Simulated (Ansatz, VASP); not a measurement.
Hf5C3: VASP beside Ansatz

The input POSCAR:

```
Hf5C3
1.0
    3.0834960980      0.0000000000      0.0000000000
    0.0000000000      3.0834960980      0.0000000000
    0.0000000000      0.0000000000     14.4089430695
Hf C
5 3
Direct
    0.0000000000      0.0000000000      0.8171183228
    0.0000000000      0.0000000000      0.1828816772
    0.0000000000      0.0000000000      0.4090890889
    0.0000000000      0.0000000000      0.5909109111
    0.5000000000      0.5000000000      0.0000000000
    0.5000000000      0.5000000000      0.1545129539
    0.5000000000      0.5000000000      0.5000000000
    0.5000000000      0.5000000000      0.8454870461
```

The input INCAR.step1:

```
ALGO = Normal ; EDIFF = 1E-4
ENCUT = 520 ; GGA = PE
ISMEAR = 0 ; LASPH = True
LCHARG = False ; LREAL = False
LWAVE = True ; NBANDS = 41
NELM = 100 ; PREC = Accurate
SIGMA = 0.1
```

INCAR.step2

```
ALGO = Normal ; EDIFF = 1E-6
ENCUT = 520 ; ISIF = 2
ISMEAR = 0 ; ISTART = 1
LASPH = True ; LCHARG = False
LMIXTAU = True ; LREAL = False
LWAVE = False ; METAGGA = R2SCAN
NBANDS = 41 ; NELM = 100
PREC = Accurate ; SIGMA = 0.1
```

The input KPOINTS:

```
k-points
0
Gamma
  10 10 2
```

Input for Ansatz:

```yaml
crystal:
  lattice:
    - [3.083496098, 0.0, 0.0]
    - [0.0, 3.083496098, 0.0]
    - [0.0, 0.0, 14.4089430695]
  atoms:
    - { symbol: Hf, position: [0.0, 0.0, 0.8171183228] }
    - { symbol: Hf, position: [0.0, 0.0, 0.1828816772] }
    - { symbol: Hf, position: [0.0, 0.0, 0.4090890889] }
    - { symbol: Hf, position: [0.0, 0.0, 0.5909109111] }
    - { symbol: Hf, position: [0.5, 0.5, 0.0] }
    - { symbol: C, position: [0.5, 0.5, 0.1545129539] }
    - { symbol: C, position: [0.5, 0.5, 0.5] }
    - { symbol: C, position: [0.5, 0.5, 0.8454870461] }
basis:
  ecutwfc: 500
kpoints:
  mp_grid: { grid: [10, 10, 2] }
hamiltonian:
  xc: r2scan
scf:
  occupations: { method: gaussian, width: 0.1 }
output:
  forces: true
  stress: true
  eigenvalues: true
```

Alike in both runs: task single point; functional r2SCAN; k mesh 10 × 10 × 2; occupations gaussian, width 0.1 eV; no spin polarisation.

|  | VASP | Ansatz |
| --- | --- | --- |
| version | VASP 6.6.1 | Ansatz 0.2.0 |
| potentials or method | VASP PAW PBE potentials, release 64 (Hf_pv, C), cutoff 520 eV | scalar-relativistic, plane waves, PAW |
| valence electrons in the cell | 62 | 142 |

|  | VASP | Ansatz | Ansatz less VASP |
| --- | --- | --- | --- |
| gap on the k mesh at the Fermi level (eV) | none | none | - |
| pressure (GPa) | -2.3 | -1.6 | +0.71 |
| traceless stress, the component that is largest in VASP (GPa) | -0.66 | -0.58 | +0.076 |
| rms of the force components (eV/Å) | 0.169 | 0.127 | -0.0416 |

VASP's potentials were made for PBE, not for r2SCAN. Atom by atom the forces differ by 0.042 eV/Å (rms over components). A gap of «none» marks a metal or a gap that the smearing closes. The functional is the same, so the differences come from potentials, cutoffs and numerics. VASP's potentials hold 62 valence electrons a cell and Ansatz's 142, so a difference there can come from the potentials and not from the codes.

Neither program's run includes spin-orbit coupling.
